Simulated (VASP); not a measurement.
# SrCl2 (R-3m) in VASP: relaxation of the atoms with PBEsol

Aim: the relaxation of the atoms of SrCl2 with PBEsol.

Program: VASP 6.6.1. These are calculated values, not measurements. Logs are shortened: lines on timing, memory, paths and dates and some standing lists are left out, and cuts for length are marked.

## (1) The cell of the first run

The structure is trigonal, space group R-3m (No. 166). Conventional cell: a = 4.874 Å, b = 4.874 Å, c = 12.029 Å, α = 90.00°, β = 90.00°, γ = 120.00°. Within 3.9 Å of Sr (site symmetry -3m) lie 8 Cl at 2.99 to 3.01 Å. Cl (site symmetry 3m) has 4 Sr at 2.99 to 3.01 Å and 6 Cl at 3.46 Å within 3.9 Å.

## (2) Relaxation of the atoms, PBEsol (equal xy, yz and zx engineering shears of +0.5 %)

The input, INCAR:

```
SYSTEM = SrCl2
PREC = Accurate ; ENCUT = 520
EDIFF = 1E-6 ; ISMEAR = 0
SIGMA = 0.01 ; LREAL = .FALSE.
LASPH = .TRUE. ; NELM = 100
ALGO = Normal ; ISIF = 2
LWAVE = .FALSE. ; LCHARG = .FALSE.
GGA = PS ; IBRION = 2
NSW = 50 ; EDIFFG = -0.002
```

The input, KPOINTS:

```
regular mesh
0
G
  6 6 6
  0 0 0
```

The input, POSCAR:

```
SrCl2
1.0
    0.0172766049      3.4639592847      3.4639592847
    3.4639592847      0.0172766049      3.4639592847
    3.4639592847      3.4639592847      0.0172766049
Sr Cl
1 2
Direct
    0.0000000000      0.0000000000      0.0000000000
    0.2500000000      0.2500000000      0.2500000000
    0.7500000000      0.7500000000      0.7500000000
```

Potentials or basis: VASP PAW PBE potentials, release 64 (Sr_sv, Cl).

The run is started by

```bash
> cat potpaw_PBE.64/Sr_sv/POTCAR potpaw_PBE.64/Cl/POTCAR > POTCAR
> mpirun -np 1 vasp_std > vasp.out
```

OUTCAR:

```text
SYSTEM = SrCl2
   PREC = Accurate
   ENCUT = 520
   EDIFF = 1E-6
   ISMEAR = 0
   LREAL = .FALSE.
   LASPH = .TRUE.
   NELM = 100
   ISIF = 2
   GGA = PS
   IBRION = 2
   NSW = 50
   EDIFFG = -0.002

 ion  position               nearest neighbor table
   1  0.000  0.000  0.000-   3 2.99   2 2.99   3 2.99   3 2.99   2 2.99   2 2.99   3 3.01   2 3.01

   2  0.250  0.250  0.250-   1 2.99   1 2.99   1 2.99   1 3.01
   3  0.750  0.750  0.750-   1 2.99   1 2.99   1 2.99   1 3.01

  LATTYP: Found a trigonal (rhomboedric) cell.
 ALAT       =     4.8988086647
 COS(alpha) =     0.5049812503

  Lattice vectors:

 A1 = (   0.0172766049,   3.4639592847,   3.4639592847)
 A2 = (   3.4639592847,   0.0172766049,   3.4639592847)
 A3 = (   3.4639592847,   3.4639592847,   0.0172766049)

Analysis of symmetry for initial positions (statically):
=====================================================================
 Subroutine PRICEL returns:
 Original cell was already a primitive cell.

 Routine SETGRP: Setting up the symmetry group for a
 trigonal (rhombohedral) supercell.

 Subroutine GETGRP returns: Found 12 space group operations
 (whereof 12 operations were pure point group operations)
 out of a pool of 12 trial point group operations.

The static configuration has the point symmetry D_3d.

Analysis of symmetry for dynamics (positions and initial velocities):
=====================================================================
 Subroutine PRICEL returns:
 Original cell was already a primitive cell.

 Routine SETGRP: Setting up the symmetry group for a
 trigonal (rhombohedral) supercell.

 Subroutine GETGRP returns: Found 12 space group operations
 (whereof 12 operations were pure point group operations)
 out of a pool of 12 trial point group operations.

The dynamic configuration has the point symmetry D_3d.

 Subroutine INISYM returns: Found 12 space group operations
 (whereof 12 operations are pure point group operations),
 and found     1 'primitive' translations

----------------------------------------------------------------------------------------

                                     Primitive cell

  volume of cell :      82.5063

  direct lattice vectors                    reciprocal lattice vectors
     0.017276605  3.463959285  3.463959285    -0.145427888  0.144706161  0.144706161
     3.463959285  0.017276605  3.463959285     0.144706161 -0.145427888  0.144706161
     3.463959285  3.463959285  0.017276605     0.144706161  0.144706161 -0.145427888

[... 97 lines left out ...]
   NUPDOWN=      -1.0000    fix difference up-down
   EMIN   =  10.00;   EMAX   =-10.00  energy-range for DOS
   EFERMI =   0.00;   METHOD = LEGACY
   ISMEAR =     0;   SIGMA  =   0.01  broadening in eV -4-tet -1-fermi 0-gaus
   EFERMI_NEDOS =   21; number of points for ismear=-14 and -15
   IALGO  =     38    algorithm
   IMIX   =      4    mixing-type and parameters
     AMIX     =   0.40;   BMIX     =  1.00
     AMIX_MAG =   1.60;   BMIX_MAG =  1.00
  volume/ion in A,a.u.               =      27.50       185.59
  Fermi-wavevector in a.u.,A,eV,Ry     =   1.084716  2.049817 16.008748  1.176610
  Thomas-Fermi vector in A             =   2.220813
   LORBIT       =      0    0 simple, 1 ext, 2 COOP (PROOUT), +10 PAW based schemes
   GGA     = PS    functional components
   LHFCALC =     F    Hartree Fock is set to
   AEXX    =    0.0000 exact exchange contribution
   IVDW    =     0    specifies the selected vdW correction
   LEPSILON=     F    determine dielectric tensor
   LRPA    =     F    only Hartree local field effects (RPA)
 conjugate gradient relaxation of ions
 non-spin polarized calculation
 Gauss-broadening in eV      SIGMA  =   0.01
  energy-cutoff  :      520.00
  volume of cell :       82.51
 maximum number of plane-waves:      2240
   NGX = 19   NGY = 19   NGZ = 19

--------------------------------------- Ionic step        1  -------------------------------------------

 number of electron      24.0000002 magnetization

 Free energy of the ion-electron system (eV)
  ---------------------------------------------------
  ext. energy  EPLUGINS =         0.00000000
  ---------------------------------------------------
  free energy    TOTEN  =       -13.34229939 eV

  energy without entropy =      -13.34229939  energy(sigma->0) =      -13.34229939

------------------------ aborting loop because EDIFF is reached ----------------------------------------

  FORCE on cell =-STRESS in cart. coord.  units (eV):
  Direction    XX          YY          ZZ          XY          YZ          ZX
  --------------------------------------------------------------------------------------
  -------------------------------------------------------------------------------------
  Total        0.0516140      0.0516140      0.0516140     -0.0414571     -0.0414571     -0.0414571
  in kB        1.0022843      1.0022843      1.0022843     -0.8050502     -0.8050502     -0.8050502
  external PRESSURE =       1.0022843 kB  Pullay stress =       0.0000000 kB
[... 98 lines left out ...]
--------------------------------------- Ionic step        4  -------------------------------------------

 number of electron      24.0000002 magnetization

 Free energy of the ion-electron system (eV)
  ---------------------------------------------------
  ext. energy  EPLUGINS =         0.00000000
  ---------------------------------------------------
  free energy    TOTEN  =       -13.34241800 eV

  energy without entropy =      -13.34241800  energy(sigma->0) =      -13.34241800

 E-fermi :   0.3185     XC(G=0):  -8.6185

 val. band max:        0.2739460347   @ k =   0.5000   0.5000  -0.0000
 cond. band min:       5.5122408719   @ k =   0.0000   0.0000   0.0000
 fundamental gap:      5.2382948372
 Fermi energy:         0.3185037208

 k-point     1 :       0.0000    0.0000    0.0000
  band No.  band energies     occupation
      1     -32.4359      2.00000
      2     -14.4664      2.00000
      3     -14.4657      2.00000
      4     -14.4657      2.00000
      5     -13.1146      2.00000
      6     -12.1858      2.00000
[... 433 lines left out ...]
      3     -14.6157      2.00000
      4     -14.5062      2.00000
      5     -12.4343      2.00000
      6     -12.2888      2.00000
[... 8 lines left out ...]
     15       7.4722      0.00000
     16       7.6719      0.00000

 [... further k-points ...]

------------------------ aborting loop because EDIFF is reached ----------------------------------------

  FORCE on cell =-STRESS in cart. coord.  units (eV):
  Direction    XX          YY          ZZ          XY          YZ          ZX
  --------------------------------------------------------------------------------------
  -------------------------------------------------------------------------------------
  Total        0.0515758      0.0515758      0.0515758     -0.0285647     -0.0285647     -0.0285647
  in kB        1.0015430      1.0015430      1.0015430     -0.5546944     -0.5546944     -0.5546944
  external PRESSURE =       1.0015430 kB  Pullay stress =       0.0000000 kB
[... 18 lines left out ...]
  FREE ENERGIE OF THE ION-ELECTRON SYSTEM (eV)
  ---------------------------------------------------
  free  energy   TOTEN  =       -13.3424180032 eV

  energy  without entropy=      -13.3424180032  energy(sigma->0) =      -13.34241800

 reached required accuracy - stopping structural energy minimisation
```

OSZICAR:

```text
N       E                     dE             d eps       ncg     rms          rms(c)
DAV:   1     0.152882093786E+03    0.15288E+03   -0.11823E+04  1024   0.135E+03
DAV:   2    -0.453250145639E+01   -0.15741E+03   -0.15369E+03  1368   0.253E+02
[... 23 lines left out ...]
DAV:   5    -0.133424139003E+02   -0.21457E-06   -0.25543E-06  1256   0.104E-02
   3 F= -.13342414E+02 E0= -.13342414E+02  d E =-.114513E-03
       N       E                     dE             d eps       ncg     rms          rms(c)
DAV:   1    -0.133424073052E+02    0.63805E-05   -0.33449E-03  1056   0.292E-01    0.229E-02
DAV:   2    -0.133424184102E+02   -0.11105E-04   -0.12319E-04  1336   0.698E-02    0.131E-02
DAV:   3    -0.133424180032E+02    0.40703E-06   -0.17129E-06  1312   0.832E-03
   4 F= -.13342418E+02 E0= -.13342418E+02  d E =-.118616E-03
```

CONTCAR:

```text
SrCl2
   1.00000000000000
     0.0172766049000000    3.4639592847000000    3.4639592847000000
     3.4639592847000000    0.0172766049000000    3.4639592847000000
     3.4639592847000000    3.4639592847000000    0.0172766049000000
  Sr              Cl
     1     2
Direct
     0.0000000000000000    1.0000000000000000    0.0000000000000000
     0.2495645605680737    0.2495645605680737    0.2495645605680737
     0.7504354394319263    0.7504354394319263    0.7504354394319263

  0.00000000E+00  0.00000000E+00  0.00000000E+00
  0.00000000E+00  0.00000000E+00  0.00000000E+00
  0.00000000E+00  0.00000000E+00  0.00000000E+00
```

Run time: 67 s. Hardware: 1 thread of AMD EPYC 7R13 (Zen 3), shared host; peak memory 0.2 GiB.

What came out:

* Free energy: -13.3424 eV
* Energy gained by relaxing: 0.0 meV/atom
* Ionic steps: 4
* Pressure after relaxing: 0.1 GPa
* Band gap on the k mesh: 5.24 eV (least direct gap 5.34 eV)

Step by step:
| step | energy change (eV) | largest force (eV/Å) | pressure (GPa) |
| --- | --- | --- | --- |
| 1 | 0.0000 | 0.0224 | 0.10 |
| 2 | 0.0000 | 0.0180 | 0.10 |
| 3 | -0.0001 | 0.0040 | 0.10 |
| 4 | -0.0001 | 0.0003 | 0.10 |

Final structure:
```cif
data_structure
_symmetry_space_group_name_H-M 'P 1'
_symmetry_Int_Tables_number 1
_cell_length_a 4.8988
_cell_length_b 4.8988
_cell_length_c 4.8988
_cell_angle_alpha 59.670
_cell_angle_beta 59.670
_cell_angle_gamma 59.670
_cell_volume 82.51
loop_
_atom_site_label
_atom_site_type_symbol
_atom_site_fract_x
_atom_site_fract_y
_atom_site_fract_z
_atom_site_occupancy
Sr1 Sr 0.00000 0.00000 0.00000 1
Cl1 Cl 0.24956 0.24956 0.24956 1
Cl2 Cl 0.75044 0.75044 0.75044 1
```

Levels at points of the mesh, in eV from the valence-band top:
| k point | band 9 | band 10 | band 11 | band 12 | band 13 | band 14 | band 15 | band 16 |
| --- | --- | --- | --- | --- | --- | --- | --- | --- |
| (0.00, 0.00, 0.00) | -2.27 | -0.36 | -0.36 | -0.35 | 5.24 | 5.96 | 5.96 | 8.87 |
| (0.50, 0.00, 0.00) | -1.59 | -1.40 | -1.12 | -1.09 | 6.61 | 6.65 | 7.52 | 7.74 |
| (0.50, 0.50, 0.00) | -1.97 | -0.45 | -0.43 | 0.00 | 5.34 | 7.00 | 7.58 | 8.01 |
| (0.50, 0.50, 0.50) | -1.59 | -1.40 | -1.11 | -1.11 | 6.61 | 6.61 | 7.48 | 7.73 |

Caveat: the cell differs from its parent crystal (equal xy, yz and zx engineering shears of +0.5 %); the PAW data sets were made with another functional, which shifts forces and pressure a little.
